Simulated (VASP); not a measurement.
Nb: single point with PBE

Crystal: Nb.

```
Nb
1.0
    -1.65882    1.65882    1.65882
     1.65882   -1.65882    1.65882
     1.65882    1.65882   -1.65882
Nb
1
Direct
  0.00000 0.00000 0.00000
```

```
Program                : VASP 6.6.1
Task                   : single point
Functional             : PBE
Potentials or basis    : VASP PAW PBE potentials, release 64 (Nb_sv)
Cutoff                 : 500 eV
k mesh                 : 3 × 3 × 3
Occupations            : gaussian, width 0.1 eV
Spin                   : no spin polarisation
Dipole correction      : no
Further INCAR settings : ALGO = Normal; EDIFF = 1e-06; NBANDS = 12
```

```json
{
 "Pressure": "-2.5 GPa"
}
```

Levels at points of the mesh, in eV from the Fermi level:
| k point | band 4 | band 5 | band 6 | band 7 | band 8 | band 9 |
| --- | --- | --- | --- | --- | --- | --- |
| (0.00, 0.00, 0.00) | -30.12 | -6.27 | -0.01 | -0.01 | -0.01 | 2.85 |

Run time: 5.3 s on 1 thread of AMD EPYC 7R13 Processor (Zen 3), on a shared host, peak memory 0.1 GiB.

Caveat: the k points lie up to 0.89 Å⁻¹ apart.
